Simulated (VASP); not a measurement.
# Hf2SnTe6 (P-31m) in VASP: notebook

Runs on Hf2SnTe6. Level: PBE. Tasks: single point.

All numbers are computed with VASP 6.6.1; they aren't measurements. Logs are shortened: lines on timing, memory, paths and dates and some standing lists are left out, and cuts for length are marked.

### Step 1. The cell of the first run

It takes space group P-31m (No. 162, trigonal). Conventional cell: a = 7.067 Å, b = 7.067 Å, c = 6.938 Å, α = 90.00°, β = 90.00°, γ = 120.00°. Within 3.8 Å of Hf (site symmetry 32) lie 6 Te at 2.90 Å. Sn (site symmetry -3m) has 6 Te at 3.06 Å and 6 Hf at 4.08 Å within 4.1 Å. Within 3.8 Å of Te (site symmetry m) lie 2 Hf at 2.90 Å and 1 Sn at 3.06 Å.

### Step 2. Single point, PBE

The input, INCAR:

```
PREC = Accurate ; ENCUT = 520
EDIFF = 1E-7 ; ISMEAR = 0
SIGMA = 0.1 ; LREAL = F
LASPH = T ; NELM = 60
ALGO = Normal ; ISIF = 2
LWAVE = F ; LCHARG = T
GGA = PE ; LELF = T
LVHAR = T ; NBANDS = 45
```

The input, KPOINTS:

```
Automatic mesh
0
Gamma
  3 3 4
```

The input, POSCAR:

```
Hf2SnTe6
1.0
    7.0673309000      0.0000000000      0.0000000000
   -3.5336655000      6.1204881000      0.0000000000
    0.0000000000      0.0000000000      6.9377211000
Hf Sn Te
2 1 6
Direct
    0.6666667000      0.3333333000      0.0000000000
    0.3333333000      0.6666667000      0.0000000000
    0.0000000000      0.0000000000      0.0000000000
    0.6474340000      0.6474340000      0.2555660000
    0.3525660000      0.0000000000      0.2555660000
    0.0000000000      0.3525660000      0.2555660000
    0.0000000000      0.6474340000      0.7444340000
    0.6474340000      0.0000000000      0.7444340000
    0.3525660000      0.3525660000      0.7444340000
```

Potentials or basis: VASP PAW PBE potentials, release 64 (Hf_pv, Sn_d, Te).

Started as:

```
> cat potpaw_PBE.64/Hf_pv/POTCAR potpaw_PBE.64/Sn_d/POTCAR potpaw_PBE.64/Te/POTCAR > POTCAR
> mpirun -np 1 vasp_std > vasp.out
```

OUTCAR:

```text
PREC = Accurate
   ENCUT = 520
   EDIFF = 1E-7
   ISMEAR = 0
   LREAL = F
   LASPH = T
   NELM = 60
   ISIF = 2
   GGA = PE

 ion  position               nearest neighbor table
   1  0.667  0.333  0.000-   6 2.90   8 2.90   7 2.90   5 2.90   9 2.90   4 2.90
   2  0.333  0.667  0.000-   7 2.90   5 2.90   6 2.90   8 2.90   4 2.90   9 2.90
   3  0.000  0.000  0.000-   4 3.06   9 3.06   8 3.06   5 3.06   6 3.06   7 3.06
   4  0.647  0.647  0.256-   2 2.90   1 2.90   3 3.06
   5  0.353  0.000  0.256-   2 2.90   1 2.90   3 3.06
   6  0.000  0.353  0.256-   1 2.90   2 2.90   3 3.06
   7  0.000  0.647  0.744-   2 2.90   1 2.90   3 3.06
   8  0.647  0.000  0.744-   1 2.90   2 2.90   3 3.06
   9  0.353  0.353  0.744-   1 2.90   2 2.90   3 3.06

  LATTYP: Found a hexagonal cell.
 ALAT       =     7.0673309000
 C/A-ratio  =     0.9816607144

  Lattice vectors:

 A1 = (   7.0673309000,   0.0000000000,   0.0000000000)
 A2 = (  -3.5336655000,   6.1204881000,   0.0000000000)
 A3 = (   0.0000000000,   0.0000000000,   6.9377211000)

Analysis of symmetry for initial positions (statically):
=====================================================================
 Subroutine PRICEL returns:
 Original cell was already a primitive cell.

 Routine SETGRP: Setting up the symmetry group for a
 hexagonal supercell.

 Subroutine GETGRP returns: Found 12 space group operations
 (whereof 12 operations were pure point group operations)
 out of a pool of 24 trial point group operations.

The static configuration has the point symmetry D_3d.

Analysis of symmetry for dynamics (positions and initial velocities):
=====================================================================
 Subroutine PRICEL returns:
 Original cell was already a primitive cell.

 Routine SETGRP: Setting up the symmetry group for a
 hexagonal supercell.

 Subroutine GETGRP returns: Found 12 space group operations
 (whereof 12 operations were pure point group operations)
 out of a pool of 24 trial point group operations.

The dynamic configuration has the point symmetry D_3d.

 Subroutine INISYM returns: Found 12 space group operations
 (whereof 12 operations are pure point group operations),
 and found     1 'primitive' translations

----------------------------------------------------------------------------------------

                                     Primitive cell

  volume of cell :     300.0947

  direct lattice vectors                    reciprocal lattice vectors
     7.067330900  0.000000000  0.000000000     0.141496134  0.081692832  0.000000000
    -3.533665500  6.120488100  0.000000000     0.000000000  0.163385662  0.000000000
     0.000000000  0.000000000  6.937721100     0.000000000  0.000000000  0.144139550

  length of vectors
     7.067330900  7.067330928  6.937721100     0.163385663  0.163385662  0.144139550

  position of ions in fractional coordinates (direct lattice)
     0.666666700  0.333333300  0.000000000
     0.333333300  0.666666700  0.000000000
     0.000000000  0.000000000  0.000000000
     0.647434000  0.647434000  0.255566000
     0.352566000  0.000000000  0.255566000
     1.000000000  0.352566000  0.255566000
     1.000000000  0.647434000  0.744434000
     0.647434000  0.000000000  0.744434000
     0.352566000  0.352566000  0.744434000

  ion indices of the primitive-cell ions
   primitive index   ion index
                 1           1
                 2           2
                 3           3
                 4           4
                 5           5
                 6           6
                 7           7
                 8           8
                 9           9

----------------------------------------------------------------------------------------

 KPOINTS: Automatic mesh

Automatic generation of k-mesh.
 Grid dimensions read from file:
 generate k-points for:    3    3    4

 Generating k-lattice:

  Cartesian coordinates                     Fractional coordinates (reciprocal lattice)
     0.047165378  0.027230944  0.000000000     0.333333333  0.000000000  0.000000000
     0.000000000  0.054461887  0.000000000     0.000000000  0.333333333  0.000000000
     0.000000000  0.000000000  0.036034888     0.000000000  0.000000000  0.250000000

  Length of vectors
     0.054461888  0.054461887  0.036034888

  Shift w.r.t. Gamma in fractional coordinates (k-lattice)
     0.000000000  0.000000000  0.000000000

 Subroutine IBZKPT returns following result:
 ===========================================

 Found     10 irreducible k-points:

 Following reciprocal coordinates:
            Coordinates               Weight
  0.000000  0.000000  0.000000      1.000000
  0.333333 -0.000000  0.000000      6.000000
  0.333333  0.333333  0.000000      2.000000
  0.000000  0.000000  0.250000      2.000000
  0.333333 -0.000000  0.250000     12.000000
  0.333333  0.333333  0.250000      2.000000
 -0.333333 -0.333333  0.250000      2.000000
  0.000000  0.000000  0.500000      1.000000
  0.333333 -0.000000  0.500000      6.000000
  0.333333  0.333333  0.500000      2.000000
   k-points           NKPTS =     10   k-points in BZ     NKDIM =     10   number of bands    NBANDS=     45
   number of dos      NEDOS =    301   number of ions     NIONS =      9
   total plane-waves  NPLWV = 157464
   dimension x,y,z NGX =    54 NGY =   54 NGZ =   54
   dimension x,y,z NGXF=   108 NGYF=  108 NGZF=  108
   ions per type =               2   1   6
   NGX,Y,Z   is equivalent  to a cutoff of  12.70, 12.70, 12.94 a.u.
   NGXF,Y,Z  is equivalent  to a cutoff of  25.41, 25.41, 25.88 a.u.
 SYSTEM =  unknown system
   PREC   = accura    normal or accurate (medium, high low for compatibility)
   ISTART =      0    job   : 0-new  1-cont  2-samecut
   ICHARG =      2    charge: 1-file 2-atom 10-const
   ISPIN  =      1    spin polarized calculation?
   LNONCOLLINEAR =      F non collinear calculations
   LSORBIT =      F    spin-orbit coupling
   LASPH  =      T    aspherical Exc in radial PAW
   ENCUT  =  520.0 eV  38.22 Ry    6.18 a.u.  13.14 13.14 12.90*2*pi/ulx,y,z
   NELM   =     60;   NELMIN=  2; NELMDL= -5     # of ELM steps
   EDIFF  = 0.1E-06   stopping-criterion for ELM
   LREAL  =      F    real-space projection
   EDIFFG = 0.1E-05   stopping-criterion for IOM
   NSW    =      0    number of steps for IOM
   IBRION =     -1    ionic relax: 0-MD 1-quasi-New 2-CG
   NFREE  =      0    steps in history (QN), initial steepest desc. (CG)
   ISIF   =      2    stress and relaxation
   ISYM   =      2    0-nonsym 1-usesym 2-fastsym
   POTIM  = 0.5000    time-step for ionic-motion
   TEBEG  =    0.0;   TEEND  =   0.0 temperature during run
   PSTRESS=    0.0 pullay stress
   NELECT =      70.0000    total number of electrons
   NUPDOWN=      -1.0000    fix difference up-down
   EMIN   =  10.00;   EMAX   =-10.00  energy-range for DOS
   EFERMI =   0.00;   METHOD = LEGACY
   ISMEAR =     0;   SIGMA  =   0.10  broadening in eV -4-tet -1-fermi 0-gaus
   EFERMI_NEDOS =   21; number of points for ismear=-14 and -15
   IALGO  =     38    algorithm
   IMIX   =      4    mixing-type and parameters
     AMIX     =   0.40;   BMIX     =  1.00
     AMIX_MAG =   1.60;   BMIX_MAG =  1.00
  volume/ion in A,a.u.               =      33.34       225.02
  Fermi-wavevector in a.u.,A,eV,Ry     =   1.007754  1.904380 13.817656  1.015569
  Thomas-Fermi vector in A             =   2.140579
   LORBIT       =      0    0 simple, 1 ext, 2 COOP (PROOUT), +10 PAW based schemes
   GGA     = PE    functional components
   LHFCALC =     F    Hartree Fock is set to
   AEXX    =    0.0000 exact exchange contribution
   IVDW    =     0    specifies the selected vdW correction
   LEPSILON=     F    determine dielectric tensor
   LRPA    =     F    only Hartree local field effects (RPA)
 non-spin polarized calculation
 Gauss-broadening in eV      SIGMA  =   0.10
  energy-cutoff  :      520.00
  volume of cell :      300.09
 maximum number of plane-waves:      8115
 NGX is ok and might be reduce to    54
   NGX = 27   NGY = 27   NGZ = 25

 number of electron      70.0000002 magnetization

 Free energy of the ion-electron system (eV)
  ---------------------------------------------------
  ext. energy  EPLUGINS =         0.00000000
  ---------------------------------------------------
  free energy    TOTEN  =       -47.50951561 eV

  energy without entropy =      -47.49352667  energy(sigma->0) =      -47.50152114

 E-fermi :   4.5741     XC(G=0):  -9.0656

 val. band max:        4.5438479942   @ k =   0.3333  -0.0000   0.0000
 cond. band min:       4.6768389395   @ k =   0.3333  -0.0000   0.0000
 fundamental gap:      0.1329909453
 Fermi energy:         4.5741230175

 k-point     1 :       0.0000    0.0000    0.0000
  band No.  band energies     occupation
      1     -26.7845      2.00000
      2     -26.7845      2.00000
      3     -26.7612      2.00000
      4     -26.7612      2.00000
      5     -26.7059      2.00000
      6     -26.6970      2.00000
[... 37 lines left out ...]
     44       7.8722      0.00000
     45       7.9312      0.00000

 k-point     2 :       0.3333   -0.0000    0.0000
  band No.  band energies     occupation
      1     -26.7859      2.00000
      2     -26.7805      2.00000
      3     -26.7653      2.00000
      4     -26.7599      2.00000
      5     -26.7040      2.00000
      6     -26.6989      2.00000
[... 37 lines left out ...]
     44       8.0327      0.00000
     45       8.4150      0.00000

 k-point     3 :       0.3333    0.3333    0.0000
  band No.  band energies     occupation
      1     -26.7872      2.00000
      2     -26.7729      2.00000
      3     -26.7729      2.00000
      4     -26.7585      2.00000
      5     -26.7014      2.00000
      6     -26.7014      2.00000
[... 325 lines left out ...]
     44       8.1926      0.00000
     45       8.2521      0.00000

 k-point    10 :       0.3333    0.3333    0.5000
  band No.  band energies     occupation
      1     -26.7872      2.00000
      2     -26.7729      2.00000
      3     -26.7729      2.00000
      4     -26.7585      2.00000
      5     -26.7014      2.00000
      6     -26.7014      2.00000
[... 37 lines left out ...]
     44       7.8842      0.00000
     45       7.8842      0.00000

------------------------ aborting loop because EDIFF is reached ----------------------------------------

  FORCE on cell =-STRESS in cart. coord.  units (eV):
  Direction    XX          YY          ZZ          XY          YZ          ZX
  --------------------------------------------------------------------------------------
  -------------------------------------------------------------------------------------
  Total       -0.6015828     -0.6015828      0.1724310      0.0000000     -0.0000000      0.0000000
  in kB       -3.2117938     -3.2117938      0.9205926      0.0000000     -0.0000000      0.0000000
  external PRESSURE =      -1.8343317 kB  Pullay stress =       0.0000000 kB

 VOLUME and BASIS-vectors are now :
 -----------------------------------------------------------------------------
  energy-cutoff  :      520.00
  volume of cell :      300.09
      direct lattice vectors                 reciprocal lattice vectors
     7.067330900  0.000000000  0.000000000     0.141496134  0.081692832  0.000000000
    -3.533665500  6.120488100  0.000000000     0.000000000  0.163385662  0.000000000
     0.000000000  0.000000000  6.937721100     0.000000000  0.000000000  0.144139550

 POSITION                                       TOTAL-FORCE (eV/Angst)
 -----------------------------------------------------------------------------------
      3.53367      2.04016      0.00000        -0.000000     -0.000000      0.000000
     -0.00000      4.08033      0.00000        -0.000000     -0.000000      0.000000
      0.00000      0.00000      0.00000        -0.000000     -0.000000      0.000000
      2.28782      3.96261      1.77305         0.041087      0.071166      0.007034
      2.49170      0.00000      1.77305        -0.082175     -0.000000      0.007034
     -1.24585      2.15788      1.77305         0.041087     -0.071166      0.007034
     -2.28782      3.96261      5.16468        -0.041087      0.071166     -0.007034
      4.57563      0.00000      5.16468         0.082175     -0.000000     -0.007034
      1.24585      2.15788      5.16468        -0.041087     -0.071166     -0.007034
 -----------------------------------------------------------------------------------
    total drift:                                0.000000     -0.000000      0.000000

  FREE ENERGIE OF THE ION-ELECTRON SYSTEM (eV)
  ---------------------------------------------------
  free  energy   TOTEN  =       -47.5095156054 eV

  energy  without entropy=      -47.4935266666  energy(sigma->0) =      -47.50152114
```

It took 3.9 min on 1 thread of Intel Xeon Platinum 8259CL at 2.50GHz (Skylake/Cascade Lake), shared host; peak memory 0.47 GiB.

What came out:

```yaml
Free_energy: -47.5095 eV
Pressure: -0.2 GPa
Largest_force: 0.082 eV/Å
Band_gap_on_the_k_mesh: zero (bands 35 and 36 overlap by 0.86 eV)
```

Forces in eV/Å, atoms in the order of the input:
```
Hf   0.000  0.000  0.000
Hf   0.000  0.000  0.000
Sn   0.000  0.000  0.000
Te   0.041  0.071  0.007
Te  -0.082  0.000  0.007
Te   0.041 -0.071  0.007
Te  -0.041  0.071 -0.007
Te   0.082  0.000 -0.007
Te  -0.041 -0.071 -0.007
```

Caveat: spin-orbit coupling is left out, which moves the levels of the heavy elements; this functional lacks dispersion, which binds the layers, so the pressure and a relaxed spacing across them are unreliable.

### Step 3. Single point, PBE

The input, INCAR:

```
SYSTEM = Hf2SnTe6
  ALGO = Normal
  EDIFF = 1E-6
  ENCUT = 520
  GGA = PE
  ISIF = 2
  ISMEAR = 0
  LASPH = .TRUE.
  LCHARG = .FALSE.
  LREAL = .FALSE.
  LWAVE = .FALSE.
  NBANDS = 45
  NELM = 100
  PREC = Accurate
  SIGMA = 0.1
```

The input, KPOINTS:

```
k-points
0
G
  6 6 6
  0 0 0
```

The input, POSCAR:

```
Hf2SnTe6
1.0
    7.0673309021      0.0000000289      0.0000000000
   -3.5336654761      6.1204880837      0.0000000000
    0.0000000000      0.0000000000      6.9377211000
Hf Sn Te
2 1 6
Direct
    0.6666666667      0.3333333333      0.0000000000
    0.3333333333      0.6666666667      0.0000000000
    0.0000000000      0.0000000000      0.0000000000
    0.6474340000      0.6474340000      0.2555660000
    0.3525660000      0.0000000000      0.2555660000
    0.0000000000      0.3525660000      0.2555660000
    0.0000000000      0.6474340000      0.7444340000
    0.6474340000      0.0000000000      0.7444340000
    0.3525660000      0.3525660000      0.7444340000
```

Potentials or basis: VASP PAW PBE potentials, release 64 (Hf_pv, Sn_d, Te).

Started as:

```
> cat potpaw_PBE.64/Hf_pv/POTCAR potpaw_PBE.64/Sn_d/POTCAR potpaw_PBE.64/Te/POTCAR > POTCAR
> mpirun -np 1 vasp_std > vasp.out
```

Wall time 12 min (1 thread of Intel Xeon Platinum 8259CL at 2.50GHz (Skylake/Cascade Lake), shared host); peak memory 0.67 GiB.

It converged, with:

```yaml
Free_energy: -47.4995 eV
Pressure: -0.1 GPa
Largest_force: 0.022 eV/Å
Band_gap_on_the_k_mesh: zero (bands 35 and 36 overlap by 0.94 eV)
```

Forces in eV/Å, atoms in the order of the input:
```
Hf   0.000  0.000  0.000
Hf   0.000  0.000  0.000
Sn   0.000  0.000  0.000
Te  -0.007 -0.013 -0.016
Te   0.015  0.000 -0.016
Te  -0.007  0.013 -0.016
Te   0.007 -0.013  0.016
Te  -0.015  0.000  0.016
Te   0.007  0.013  0.016
```

Levels at points of the mesh, in eV from the Fermi level:
```csv
k point,band 32,band 33,band 34,band 35,band 36,band 37,band 38,band 39
"(0.00, 0.00, 0.00)",-0.90,-0.24,0.26,0.44,0.44,1.74,1.85,1.92
"(0.50, 0.00, 0.00)",-0.94,-0.87,-0.34,-0.21,0.01,1.30,1.54,2.15
"(0.00, 0.00, 0.50)",-0.27,-0.27,0.22,0.27,0.27,1.78,1.78,1.86
"(0.50, 0.00, 0.50)",-1.02,-1.02,-0.99,-0.26,0.05,1.44,1.52,1.90
```

Caveat: spin-orbit coupling is left out, which moves the levels of the heavy elements; this functional lacks dispersion, which binds the layers, so the pressure and a relaxed spacing across them are unreliable.
